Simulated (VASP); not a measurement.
# Cs2GaAgCl6 (Fm-3m) in VASP: single point with LDA

Aim: the single point of Cs2GaAgCl6 with LDA.

All numbers are computed with VASP 6.6.1; they aren't measurements. Logs are shortened: lines on timing, memory, paths and dates and some standing lists are left out, and cuts for length are marked.

## Step 1: The cell of the first run

Symmetry: Fm-3m, No. 225, cubic system. The conventional cell has a = 9.955 Å, b = 9.955 Å, c = 9.955 Å, α = 90.00°, β = 90.00°, γ = 90.00°. Within 4.6 Å of Cs (site symmetry -43m) lie 12 Cl at 3.52 Å and 4 Ga at 4.31 Å and 4 Ag at 4.31 Å. Ga (site symmetry m-3m) has 6 Cl at 2.37 Å within 3.1 Å. Within 3.4 Å of Ag (site symmetry m-3m) lie 6 Cl at 2.61 Å. Within 3.1 Å of Cl (site symmetry 4mm) lie 1 Ga at 2.37 Å and 1 Ag at 2.61 Å.

## Step 2: Single point, LDA

The input, INCAR:

```
ALGO = Normal
EDIFF = 1E-7
ENCUT = 520
GGA = CA
ISIF = 2
ISMEAR = 0
LASPH = T
LCHARG = F
LREAL = F
LWAVE = F
NBANDS = 53
NELM = 60
PREC = Accurate
SIGMA = 0.2784
```

The input, KPOINTS:

```
k-points
0
Gamma
  6 6 6
```

The input, POSCAR:

```
Cs2GaAgCl6
1.0
    0.0000000000      4.9772775300      4.9772775300
    4.9772775300      0.0000000000      4.9772775300
    4.9772775300      4.9772775300      0.0000000000
Cs Ga Ag Cl
2 1 1 6
Direct
    0.2500000000      0.2500000000      0.2500000000
    0.7500000000      0.7500000000      0.7500000000
    0.0000000000      0.0000000000      0.0000000000
    0.5000000000      0.5000000000      0.5000000000
    0.7620887215      0.2379112785      0.2379112785
    0.2379112785      0.7620887215      0.2379112785
    0.2379112785      0.7620887215      0.7620887215
    0.7620887215      0.2379112785      0.7620887215
    0.2379112785      0.2379112785      0.7620887215
    0.7620887215      0.7620887215      0.2379112785
```

Potentials or basis: VASP PAW LDA potentials, release 64 (Cs_sv, Ga_d, Ag, Cl).

On the command line:

```bash
cat potpaw_LDA.64/Cs_sv/POTCAR potpaw_LDA.64/Ga_d/POTCAR potpaw_LDA.64/Ag/POTCAR potpaw_LDA.64/Cl/POTCAR > POTCAR
mpirun -np 1 vasp_std > vasp.out
```

OUTCAR:

```text
EDIFF = 1E-7
   ENCUT = 520
   GGA = CA
   ISIF = 2
   ISMEAR = 0
   LASPH = T
   LREAL = F
   NELM = 60
   PREC = Accurate

 ion  position               nearest neighbor table
   1  0.250  0.250  0.250-
   2  0.750  0.750  0.750-
   3  0.000  0.000  0.000-   5 2.37   6 2.37   7 2.37   8 2.37   9 2.37  10 2.37
   4  0.500  0.500  0.500-   5 2.61   6 2.61   7 2.61   8 2.61   9 2.61  10 2.61
   5  0.762  0.238  0.238-   3 2.37   4 2.61
   6  0.238  0.762  0.238-   3 2.37   4 2.61
   7  0.238  0.762  0.762-   3 2.37   4 2.61
   8  0.762  0.238  0.762-   3 2.37   4 2.61
   9  0.238  0.238  0.762-   3 2.37   4 2.61
  10  0.762  0.762  0.238-   3 2.37   4 2.61

  LATTYP: Found a face centered cubic cell.
 ALAT       =     9.9545550600

  Lattice vectors:

 A1 = (   0.0000000000,   4.9772775300,   4.9772775300)
 A2 = (   4.9772775300,   0.0000000000,   4.9772775300)
 A3 = (   4.9772775300,   4.9772775300,   0.0000000000)

Analysis of symmetry for initial positions (statically):
=====================================================================
 Subroutine PRICEL returns:
 Original cell was already a primitive cell.

 Routine SETGRP: Setting up the symmetry group for a
 face centered cubic supercell.

 Subroutine GETGRP returns: Found 48 space group operations
 (whereof 48 operations were pure point group operations)
 out of a pool of 48 trial point group operations.

The static configuration has the point symmetry O_h .

Analysis of symmetry for dynamics (positions and initial velocities):
=====================================================================
 Subroutine PRICEL returns:
 Original cell was already a primitive cell.

 Routine SETGRP: Setting up the symmetry group for a
 face centered cubic supercell.

 Subroutine GETGRP returns: Found 48 space group operations
 (whereof 48 operations were pure point group operations)
 out of a pool of 48 trial point group operations.

The dynamic configuration has the point symmetry O_h .

 Subroutine INISYM returns: Found 48 space group operations
 (whereof 48 operations are pure point group operations),
 and found     1 'primitive' translations

----------------------------------------------------------------------------------------

                                     Primitive cell

  volume of cell :     246.6071

  direct lattice vectors                    reciprocal lattice vectors
     0.000000000  4.977277530  4.977277530    -0.100456524  0.100456524  0.100456524
     4.977277530  0.000000000  4.977277530     0.100456524 -0.100456524  0.100456524
     4.977277530  4.977277530  0.000000000     0.100456524  0.100456524 -0.100456524

  length of vectors
     7.038933387  7.038933387  7.038933387     0.173995804  0.173995804  0.173995804

  position of ions in fractional coordinates (direct lattice)
     0.250000000  0.250000000  0.250000000
     0.750000000  0.750000000  0.750000000
     0.000000000  0.000000000  0.000000000
     0.500000000  0.500000000  0.500000000
     0.762088721  0.237911279  0.237911279
     0.237911279  0.762088721  0.237911279
     0.237911279  0.762088721  0.762088721
     0.762088721  0.237911279  0.762088721
     0.237911279  0.237911279  0.762088721
     0.762088721  0.762088721  0.237911279

  ion indices of the primitive-cell ions
   primitive index   ion index
                 1           1
                 2           2
                 3           3
                 4           4
                 5           5
                 6           6
                 7           7
                 8           8
                 9           9
                10          10

----------------------------------------------------------------------------------------

 KPOINTS: k-points

Automatic generation of k-mesh.
 Grid dimensions read from file:
 generate k-points for:    6    6    6

 Generating k-lattice:

  Cartesian coordinates                     Fractional coordinates (reciprocal lattice)
    -0.016742754  0.016742754  0.016742754     0.166666667  0.000000000  0.000000000
     0.016742754 -0.016742754  0.016742754     0.000000000  0.166666667  0.000000000
     0.016742754  0.016742754 -0.016742754     0.000000000  0.000000000  0.166666667

  Length of vectors
     0.028999301  0.028999301  0.028999301

  Shift w.r.t. Gamma in fractional coordinates (k-lattice)
     0.000000000  0.000000000  0.000000000

 Subroutine IBZKPT returns following result:
 ===========================================

 Found     16 irreducible k-points:

 Following reciprocal coordinates:
            Coordinates               Weight
  0.000000  0.000000  0.000000      1.000000
  0.166667  0.000000  0.000000      8.000000
  0.333333  0.000000  0.000000      8.000000
  0.500000  0.000000  0.000000      4.000000
  0.166667  0.166667  0.000000      6.000000
  0.333333  0.166667  0.000000     24.000000
[... 8 lines left out ...]
 -0.333333  0.333333  0.166667     24.000000
 -0.333333  0.500000  0.166667     12.000000
   k-points           NKPTS =     16   k-points in BZ     NKDIM =     16   number of bands    NBANDS=     53
   number of dos      NEDOS =    301   number of ions     NIONS =     10
   total plane-waves  NPLWV = 157464
   dimension x,y,z NGX =    54 NGY =   54 NGZ =   54
   dimension x,y,z NGXF=   108 NGYF=  108 NGZF=  108
   ions per type =               2   1   1   6
   NGX,Y,Z   is equivalent  to a cutoff of  12.75, 12.75, 12.75 a.u.
   NGXF,Y,Z  is equivalent  to a cutoff of  25.51, 25.51, 25.51 a.u.
 SYSTEM =  unknown system
   PREC   = accura    normal or accurate (medium, high low for compatibility)
   ISTART =      0    job   : 0-new  1-cont  2-samecut
   ICHARG =      2    charge: 1-file 2-atom 10-const
   ISPIN  =      1    spin polarized calculation?
   LNONCOLLINEAR =      F non collinear calculations
   LSORBIT =      F    spin-orbit coupling
   LASPH  =      T    aspherical Exc in radial PAW
   ENCUT  =  520.0 eV  38.22 Ry    6.18 a.u.  13.09 13.09 13.09*2*pi/ulx,y,z
   NELM   =     60;   NELMIN=  2; NELMDL= -5     # of ELM steps
   EDIFF  = 0.1E-06   stopping-criterion for ELM
   LREAL  =      F    real-space projection
   EDIFFG = 0.1E-05   stopping-criterion for IOM
   NSW    =      0    number of steps for IOM
   IBRION =     -1    ionic relax: 0-MD 1-quasi-New 2-CG
   NFREE  =      0    steps in history (QN), initial steepest desc. (CG)
   ISIF   =      2    stress and relaxation
   ISYM   =      2    0-nonsym 1-usesym 2-fastsym
   POTIM  = 0.5000    time-step for ionic-motion
   TEBEG  =    0.0;   TEEND  =   0.0 temperature during run
   PSTRESS=    0.0 pullay stress
   NELECT =      84.0000    total number of electrons
   NUPDOWN=      -1.0000    fix difference up-down
   EMIN   =  10.00;   EMAX   =-10.00  energy-range for DOS
   EFERMI =   0.00;   METHOD = LEGACY
   ISMEAR =     0;   SIGMA  =   0.28  broadening in eV -4-tet -1-fermi 0-gaus
   EFERMI_NEDOS =   21; number of points for ismear=-14 and -15
   IALGO  =     38    algorithm
   IMIX   =      4    mixing-type and parameters
     AMIX     =   0.40;   BMIX     =  1.00
     AMIX_MAG =   1.60;   BMIX_MAG =  1.00
  volume/ion in A,a.u.               =      24.66       166.42
  Fermi-wavevector in a.u.,A,eV,Ry     =   1.143315  2.160553 17.785130  1.307170
  Thomas-Fermi vector in A             =   2.280011
   LORBIT       =      0    0 simple, 1 ext, 2 COOP (PROOUT), +10 PAW based schemes
   GGA     = CA    functional components
   LHFCALC =     F    Hartree Fock is set to
   AEXX    =    0.0000 exact exchange contribution
   IVDW    =     0    specifies the selected vdW correction
   LEPSILON=     F    determine dielectric tensor
   LRPA    =     F    only Hartree local field effects (RPA)
 non-spin polarized calculation
 Gauss-broadening in eV      SIGMA  =   0.28
  energy-cutoff  :      520.00
  volume of cell :      246.61
 maximum number of plane-waves:      6710
 NGX is ok and might be reduce to    54
   NGX = 27   NGY = 27   NGZ = 27

 number of electron      84.0000007 magnetization

 Free energy of the ion-electron system (eV)
  ---------------------------------------------------
  ext. energy  EPLUGINS =         0.00000000
  ---------------------------------------------------
  free energy    TOTEN  =       -36.99990507 eV

  energy without entropy =      -36.99764539  energy(sigma->0) =      -36.99877523

 E-fermi :   2.4211     XC(G=0):  -9.6677

 val. band max:        1.9875934870   @ k =   0.0000   0.0000   0.0000
 cond. band min:       2.5349781280   @ k =   0.0000   0.0000   0.0000
 fundamental gap:      0.5473846409
 Fermi energy:         2.4210546471

 k-point     1 :       0.0000    0.0000    0.0000
  band No.  band energies     occupation
      1     -17.5026      2.00000
      2     -17.4515      2.00000
      3     -12.9296      2.00000
      4     -12.9296      2.00000
      5     -12.9034      2.00000
      6     -12.4221      2.00000
[... 45 lines left out ...]
     52       8.4358      0.00000
     53       8.8859      0.00000

 k-point     2 :       0.1667    0.0000    0.0000
  band No.  band energies     occupation
      1     -17.4980      2.00000
      2     -17.4538      2.00000
      3     -12.9322      2.00000
      4     -12.9322      2.00000
      5     -12.8825      2.00000
      6     -12.4221      2.00000
[... 45 lines left out ...]
     52       8.6418      0.00000
     53       8.9429      0.00000
[... 726 lines left out ...]
     52       9.4655      0.00000
     53       9.8777      0.00000

 k-point    16 :      -0.3333    0.5000    0.1667
  band No.  band energies     occupation
      1     -17.4750      2.00000
      2     -17.4668      2.00000
      3     -12.9798      2.00000
      4     -12.9333      2.00000
      5     -12.7853      2.00000
      6     -12.4219      2.00000
[... 45 lines left out ...]
     52       9.6156      0.00000
     53       9.8243      0.00000

------------------------ aborting loop because EDIFF is reached ----------------------------------------

  FORCE on cell =-STRESS in cart. coord.  units (eV):
  Direction    XX          YY          ZZ          XY          YZ          ZX
  --------------------------------------------------------------------------------------
  -------------------------------------------------------------------------------------
  Total        0.0218565      0.0218565      0.0218565     -0.0000000      0.0000000      0.0000000
  in kB        0.1419989      0.1419989      0.1419989     -0.0000000      0.0000000      0.0000000
  external PRESSURE =       0.1419989 kB  Pullay stress =       0.0000000 kB

 VOLUME and BASIS-vectors are now :
 -----------------------------------------------------------------------------
  energy-cutoff  :      520.00
  volume of cell :      246.61
      direct lattice vectors                 reciprocal lattice vectors
     0.000000000  4.977277530  4.977277530    -0.100456524  0.100456524  0.100456524
     4.977277530  0.000000000  4.977277530     0.100456524 -0.100456524  0.100456524
     4.977277530  4.977277530  0.000000000     0.100456524  0.100456524 -0.100456524

 POSITION                                       TOTAL-FORCE (eV/Angst)
 -----------------------------------------------------------------------------------
      2.48864      2.48864      2.48864        -0.000000      0.000000     -0.000000
      7.46592      7.46592      7.46592        -0.000000     -0.000000     -0.000000
      0.00000      0.00000      0.00000        -0.000000     -0.000000     -0.000000
      4.97728      4.97728      4.97728        -0.000000     -0.000000     -0.000000
      2.36830      4.97728      4.97728        -0.016192     -0.000000     -0.000000
      4.97728      2.36830      4.97728        -0.000000     -0.016192     -0.000000
      7.58625      4.97728      4.97728         0.016192     -0.000000     -0.000000
      4.97728      7.58625      4.97728        -0.000000      0.016192     -0.000000
      4.97728      4.97728      2.36830        -0.000000     -0.000000     -0.016192
      4.97728      4.97728      7.58625        -0.000000     -0.000000      0.016192
 -----------------------------------------------------------------------------------
    total drift:                                0.000000      0.000000     -0.000000

  FREE ENERGIE OF THE ION-ELECTRON SYSTEM (eV)
  ---------------------------------------------------
  free  energy   TOTEN  =       -36.9999050731 eV

  energy  without entropy=      -36.9976453917  energy(sigma->0) =      -36.99877523
```

Run time: 4.5 min. Hardware: 1 thread of Intel Xeon Platinum 8375C at 2.90GHz (Ice Lake), shared host; peak memory 0.44 GiB.

Results:

- Free energy: -36.9999 eV
- Pressure: 0.0 GPa
- Largest force: 0.016 eV/Å
- Band gap on the k mesh: 0.55 eV

Forces on the atoms (eV/Å):
```
Cs   0.000  0.000  0.000
Cs   0.000  0.000  0.000
Ga   0.000  0.000  0.000
Ag   0.000  0.000  0.000
Cl  -0.016  0.000  0.000
Cl   0.000 -0.016  0.000
Cl   0.016  0.000  0.000
Cl   0.000  0.016  0.000
Cl   0.000  0.000 -0.016
Cl   0.000  0.000  0.016
```

Caveat: so wide a smearing shifts energies and pressures; semilocal functionals underestimate gaps, and a narrow one can read as zero; spin-orbit coupling is left out, which moves the levels of the heavy elements.
